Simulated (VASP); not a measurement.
# Ir (P6_3/mmc) in VASP: notebook

Ir is run at these levels: r2SCAN, PBE-based screened hybrid with 25 % exact exchange; tasks: single point.

Everything below comes from runs of VASP 6.6.1. Logs are shortened: lines on timing, memory, paths and dates and some standing lists are left out, and cuts for length are marked.

## 1. The cell of the first run

The structure is hexagonal, space group P6_3/mmc (No. 194). The conventional cell has a = 2.751 Å, b = 2.751 Å, c = 4.462 Å, α = 90.00°, β = 90.00°, γ = 120.00°. Within 3.6 Å of Ir (site symmetry -6m2) lie 12 Ir at 2.74 to 2.75 Å.

This isn't the form of Ir at room conditions, which is fcc.

## 2. Single point, r2SCAN, non-collinear spin, zero start, spin-orbit coupling

Input file POSCAR:

```
Ir
1.0
    2.7513778946      0.0000000000      0.0000000000
   -1.3756889473      2.3827631521      0.0000000000
    0.0000000000      0.0000000000      4.4622900000
Ir
2
Direct
    0.3333333333      0.6666666667      0.2500000000
    0.6666666667      0.3333333333      0.7500000000
```

Input file INCAR.step1:

```
PREC = Accurate ; ENCUT = 520
ISMEAR = -1 ; SIGMA = 0.05
LREAL = F ; LASPH = T
NELM = 150 ; MAGMOM = 0 0 0 0 0 0
LSORBIT = T ; GGA_COMPAT = F
LMAXMIX = 4 ; NBANDS = 30
GGA = PE ; ALGO = Normal
EDIFF = 1E-4 ; LWAVE = T
LCHARG = F
```

Input file INCAR.step2:

```
PREC = Accurate ; ENCUT = 520
EDIFF = 1E-7 ; ISMEAR = -1
SIGMA = 0.05 ; LREAL = F
LASPH = T ; NELM = 150
ALGO = Normal ; ISIF = 2
LWAVE = F ; LCHARG = F
MAGMOM = 0 0 0 0 0 0 ; LORBIT = 11
LSORBIT = T ; GGA_COMPAT = F
LORBMOM = T ; LMAXMIX = 4
METAGGA = R2SCAN ; LMIXTAU = T
NBANDS = 30 ; ISTART = 1
```

Input file KPOINTS:

```
Automatic mesh
0
Gamma
  8 8 5
```

Potentials or basis: VASP PAW PBE potentials, release 64 (Ir).

Run with:

```console
> cat potpaw_PBE.64/Ir/POTCAR > POTCAR
> cp INCAR.step1 INCAR
> mpirun -np 1 vasp_ncl > vasp.out
> cp INCAR.step2 INCAR
> mpirun -np 1 vasp_ncl > vasp.out
```

OUTCAR:

```text
PREC = Accurate
   ENCUT = 520
   EDIFF = 1E-7
   ISMEAR = -1
   LREAL = F
   LASPH = T
   NELM = 150
   ISIF = 2
   LORBIT = 11
   LSORBIT = T
   METAGGA = R2SCAN
   ISTART = 1

 ion  position               nearest neighbor table
   1  0.333  0.667  0.250-   2 2.74   2 2.74   2 2.74   2 2.74   2 2.74   2 2.74
   2  0.667  0.333  0.750-   1 2.74   1 2.74   1 2.74   1 2.74   1 2.74   1 2.74

  LATTYP: Found a hexagonal cell.
 ALAT       =     2.7513778946
 C/A-ratio  =     1.6218382828

  Lattice vectors:

 A1 = (   2.7513778946,   0.0000000000,   0.0000000000)
 A2 = (  -1.3756889473,   2.3827631521,   0.0000000000)
 A3 = (   0.0000000000,   0.0000000000,   4.4622900000)

Analysis of symmetry for initial positions (statically):
=====================================================================
 Subroutine PRICEL returns:
 Original cell was already a primitive cell.

 Routine SETGRP: Setting up the symmetry group for a
 hexagonal supercell.

 Subroutine GETGRP returns: Found 24 space group operations
 (whereof 12 operations were pure point group operations)
 out of a pool of 24 trial point group operations.

The static configuration has the point symmetry D_3d.
 The point group associated with its full space group is D_6h.

Analysis of symmetry for dynamics (positions and initial velocities):
=====================================================================
 Subroutine PRICEL returns:
 Original cell was already a primitive cell.

 Routine SETGRP: Setting up the symmetry group for a
 hexagonal supercell.

 Subroutine GETGRP returns: Found 24 space group operations
 (whereof 12 operations were pure point group operations)
 out of a pool of 24 trial point group operations.

The dynamic configuration has the point symmetry D_3d.
 The point group associated with its full space group is D_6h.

Analysis of structural, dynamic, and magnetic symmetry:
=====================================================================
 Subroutine PRICEL returns:
 Original cell was already a primitive cell.

 Routine SETGRP: Setting up the symmetry group for a
 hexagonal supercell.

 Subroutine GETGRP returns: Found 24 space group operations
 (whereof 12 operations were pure point group operations)
 out of a pool of 24 trial point group operations.

The overall configuration has the point symmetry D_3d.
 The point group associated with its full space group is D_6h.

 Subroutine INISYM returns: Found 24 space group operations
 (whereof 12 operations are pure point group operations),
 and found     1 'primitive' translations

----------------------------------------------------------------------------------------

                                     Primitive cell

  volume of cell :      29.2542

  direct lattice vectors                    reciprocal lattice vectors
     2.751377895  0.000000000  0.000000000     0.363454254  0.209840411  0.000000000
    -1.375688947  2.382763152  0.000000000     0.000000000  0.419680823  0.000000000
     0.000000000  0.000000000  4.462290000     0.000000000  0.000000000  0.224100182

  length of vectors
     2.751377895  2.751377895  4.462290000     0.419680823  0.419680823  0.224100182

  position of ions in fractional coordinates (direct lattice)
     0.333333333  0.666666667  0.250000000
     0.666666667  0.333333333  0.750000000

  ion indices of the primitive-cell ions
   primitive index   ion index
                 1           1
                 2           2

----------------------------------------------------------------------------------------

 KPOINTS: Automatic mesh

Automatic generation of k-mesh.
 Grid dimensions read from file:
[... 98 lines left out ...]
 maximum number of plane-waves:      1598
   NGX = 11   NGY = 11   NGZ = 17

 number of electron      18.0000000 magnetization       0.0000000      0.0000000      0.0000000

 number of electron      18.0000000 magnetization      -0.0000000      0.0000000      0.0000000

 number of electron      18.0000000 magnetization      -0.0000000      0.0000000     -0.0000000

 Free energy of the ion-electron system (eV)
  ---------------------------------------------------
  ext. energy  EPLUGINS =         0.00000000
  ---------------------------------------------------
  free energy    TOTEN  =      -105.24609282 eV

  energy without entropy =     -105.22014498  energy(sigma->0) =     -105.23311890

 E-fermi :   9.7518     XC(G=0): -15.1020

 val. band max:        9.7297856911   @ k =   0.3750  -0.0000   0.2000
 cond. band min:       9.7688224983   @ k =   0.0000   0.0000   0.2000
 fundamental gap:      0.0390368072
 Fermi energy:         9.7518071412

 k-point     1 :       0.0000    0.0000    0.0000
  band No.  band energies     occupation
      1      -1.5550      1.00000
      2      -1.5550      1.00000
      3       1.5530      1.00000
      4       1.5530      1.00000
      5       5.4289      1.00000
      6       5.4289      1.00000
[... 781 lines left out ...]
     29      24.8167      0.00000
     30      24.8167      0.00000

 [... further k-points ...]

------------------------ aborting loop because EDIFF is reached ----------------------------------------

  FORCE on cell =-STRESS in cart. coord.  units (eV):
  Direction    XX          YY          ZZ          XY          YZ          ZX
  --------------------------------------------------------------------------------------
  -------------------------------------------------------------------------------------
  Total       -0.8328578     -0.8328578     -0.8185375      0.0000000     -0.0000000      0.0000000
  in kB      -45.6134093    -45.6134093    -44.8291234      0.0000000     -0.0000000      0.0000000
  external PRESSURE =     -45.3519806 kB  Pullay stress =       0.0000000 kB

 VOLUME and BASIS-vectors are now :
 -----------------------------------------------------------------------------
  energy-cutoff  :      520.00
  volume of cell :       29.25
      direct lattice vectors                 reciprocal lattice vectors
     2.751377895  0.000000000  0.000000000     0.363454254  0.209840411  0.000000000
    -1.375688947  2.382763152  0.000000000     0.000000000  0.419680823  0.000000000
     0.000000000  0.000000000  4.462290000     0.000000000  0.000000000  0.224100182

 POSITION                                       TOTAL-FORCE (eV/Angst)
 -----------------------------------------------------------------------------------
     -0.00000      1.58851      1.11557         0.000000      0.000000      0.000000
      1.37569      0.79425      3.34672        -0.000000      0.000000      0.000000
 -----------------------------------------------------------------------------------
    total drift:                                0.000000     -0.000000      0.000000

  FREE ENERGIE OF THE ION-ELECTRON SYSTEM (eV)
  ---------------------------------------------------
  free  energy   TOTEN  =      -105.2460928184 eV

  energy  without entropy=     -105.2201449816  energy(sigma->0) =     -105.23311890

 orbital moment (x)

 # of ion     p       d       tot
 ----------------------------------------
  1        -0.000  -0.000  -0.000
  2         0.000   0.000   0.000
 ----------------------------------------
           -0.000  -0.000  -0.000

 orbital moment (y)

 # of ion     p       d       tot
 ----------------------------------------
  1         0.000  -0.000  -0.000
  2         0.000  -0.000  -0.000
 ----------------------------------------
            0.000  -0.000  -0.000

 orbital moment (z)

 # of ion     p       d       tot
 ----------------------------------------
  1         0.000   0.000   0.000
  2        -0.000   0.000  -0.000
 ----------------------------------------
            0.000   0.000   0.000

 Spin-Orbit-Coupling matrix elements

 Ion:    1  E_soc:     -0.7730857
 l=   1
     0.0000000    -0.0359256    -0.0365457
    -0.0359256     0.0000000    -0.0359256
    -0.0365457    -0.0359256     0.0000000
 l=   2
     0.0000000    -0.0195874     0.0000000    -0.0195874    -0.0739317
    -0.0195874     0.0000000    -0.0526770    -0.0205107    -0.0195874
     0.0000000    -0.0526770     0.0000000    -0.0526770     0.0000000
    -0.0195874    -0.0205107    -0.0526770     0.0000000    -0.0195874
    -0.0739317    -0.0195874     0.0000000    -0.0195874     0.0000000
 l=   3
     0.0000000     0.0000000     0.0000000     0.0000000     0.0000000     0.0000000     0.0000000
     0.0000000     0.0000000     0.0000000     0.0000000     0.0000000     0.0000000     0.0000000
     0.0000000     0.0000000     0.0000000     0.0000000     0.0000000     0.0000000     0.0000000
     0.0000000     0.0000000     0.0000000     0.0000000     0.0000000     0.0000000     0.0000000
     0.0000000     0.0000000     0.0000000     0.0000000     0.0000000     0.0000000     0.0000000
     0.0000000     0.0000000     0.0000000     0.0000000     0.0000000     0.0000000     0.0000000
     0.0000000     0.0000000     0.0000000     0.0000000     0.0000000     0.0000000     0.0000000

 Ion:    2  E_soc:     -0.7730857
 l=   1
     0.0000000    -0.0359256    -0.0365457
    -0.0359256     0.0000000    -0.0359256
    -0.0365457    -0.0359256     0.0000000
 l=   2
     0.0000000    -0.0195874     0.0000000    -0.0195874    -0.0739317
    -0.0195874     0.0000000    -0.0526770    -0.0205107    -0.0195874
     0.0000000    -0.0526770     0.0000000    -0.0526770     0.0000000
    -0.0195874    -0.0205107    -0.0526770     0.0000000    -0.0195874
    -0.0739317    -0.0195874     0.0000000    -0.0195874     0.0000000
 l=   3
     0.0000000     0.0000000     0.0000000     0.0000000     0.0000000     0.0000000     0.0000000
     0.0000000     0.0000000     0.0000000     0.0000000     0.0000000     0.0000000     0.0000000
     0.0000000     0.0000000     0.0000000     0.0000000     0.0000000     0.0000000     0.0000000
     0.0000000     0.0000000     0.0000000     0.0000000     0.0000000     0.0000000     0.0000000
     0.0000000     0.0000000     0.0000000     0.0000000     0.0000000     0.0000000     0.0000000
     0.0000000     0.0000000     0.0000000     0.0000000     0.0000000     0.0000000     0.0000000
     0.0000000     0.0000000     0.0000000     0.0000000     0.0000000     0.0000000     0.0000000

 total charge

# of ion       s       p       d       tot
------------------------------------------
    1        0.655   0.712   6.925   8.292
    2        0.655   0.712   6.925   8.292
--------------------------------------------------
tot          1.309   1.424  13.851  16.583

 magnetization (x)

# of ion       s       p       d       tot
------------------------------------------
    1        0.000  -0.000   0.000  -0.000
    2        0.000   0.000   0.000   0.000
--------------------------------------------------
tot          0.000  -0.000   0.000  -0.000

 magnetization (y)

# of ion       s       p       d       tot
------------------------------------------
    1        0.000  -0.000  -0.000  -0.000
    2        0.000  -0.000   0.000   0.000
--------------------------------------------------
tot          0.000  -0.000   0.000  -0.000

 magnetization (z)

# of ion       s       p       d       tot
------------------------------------------
    1        0.000   0.000   0.000   0.000
    2        0.000   0.000   0.000   0.000
--------------------------------------------------
tot          0.000   0.000   0.000   0.000
```

Wall time 2.9 min (1 thread of AMD EPYC 9R45 (Zen 5), shared host); peak memory 0.21 GiB.

What came out:

| Item | Value |
| --- | --- |
| Free energy | -105.2461 eV |
| Pressure | -4.5 GPa |
| Net moment | 0.00 μB per cell |
| Valence electrons inside the program's atomic spheres | Ir 8.29 |

Moments on the atoms (μB; x, y, z):
```
Ir  0.00 0.00 0.00
Ir  0.00 0.00 0.00
```

Caveat: the cell stands under tension; the PAW data sets were made with another functional, which shifts forces and pressure a little.

## 3. Single point, PBE-based screened hybrid with 25 % exact exchange

POSCAR is that of step 2.

Input file INCAR.step1:

```
ALGO     = Normal         # electronic algorithm
EDIFF    = 1E-5           # SCF threshold, eV
ENCUT    = 520            # plane-wave cutoff, eV
GGA      = PE             # functional
ISIF     = 2              # what is computed and relaxed
ISMEAR   = -1             # smearing method
LASPH    = T              # aspherical terms in the spheres
LCHARG   = F              # write CHGCAR
LREAL    = F              # projectors in reciprocal space
LWAVE    = T              # write WAVECAR
NBANDS   = 16             # bands
NELM     = 60             # most SCF steps
PREC     = Accurate       # precision mode
SIGMA    = 0.05           # smearing width, eV
```

Input file INCAR.step2:

```
AEXX     = 0.25           # exact-exchange fraction
ALGO     = Normal         # electronic algorithm
EDIFF    = 1E-6           # SCF threshold, eV
ENCUT    = 520            # plane-wave cutoff, eV
GGA      = PE             # functional
HFSCREEN = 0.3            # screening, 1/A
ISIF     = 2              # what is computed and relaxed
ISMEAR   = -1             # smearing method
ISTART   = 1            
LASPH    = T              # aspherical terms in the spheres
LCHARG   = F              # write CHGCAR
LHFCALC  = T              # exact exchange
LREAL    = F              # projectors in reciprocal space
LWAVE    = F              # write WAVECAR
NBANDS   = 16             # bands
NELM     = 60             # most SCF steps
PREC     = Accurate       # precision mode
PRECFOCK = Normal       
SIGMA    = 0.05           # smearing width, eV
```

Input file KPOINTS:

```
k-points
0
Gamma
  6 6 3
```

Potentials or basis: VASP PAW PBE potentials, release 64 (Ir).

Run with:

```console
> cat potpaw_PBE.64/Ir/POTCAR > POTCAR
> cp INCAR.step1 INCAR
> mpirun -np 1 vasp_std > vasp.out
> cp INCAR.step2 INCAR
> mpirun -np 1 vasp_std > vasp.out
```

Run time: 24 min. Hardware: 1 thread of Intel Xeon 8259CL, shared host; peak memory 0.27 GiB.

The run converged. Its results:

| Item | Value |
| --- | --- |
| Free energy | -19.5597 eV |
| Pressure | -11.3 GPa |
| Band gap on the k mesh | zero (bands 9 and 10 overlap by 3.61 eV) |

Stress tensor (GPa, compression positive):
```
 -6.66   0.00   0.00
  0.00  -6.66   0.00
  0.00   0.00 -20.67
```

Levels at points of the mesh, in eV from the Fermi level:
```
           k point  band 7  band 8  band 9  band 10  band 11  band 12  band 13  band 14
(0.00, 0.00, 0.00)   -3.29   -2.49   -2.49    -0.62     0.58     0.58     7.87    15.53
(0.50, 0.00, 0.00)   -3.04    0.94    1.22     1.37     3.37     5.00     9.17    11.09
```

Caveat: the k points lie up to 0.47 Å⁻¹ apart, too coarse for converged energies and pressures of a metal; the PAW data sets were made with another functional, which shifts forces and pressure a little; spin-orbit coupling is left out, which moves the levels of the heavy elements.
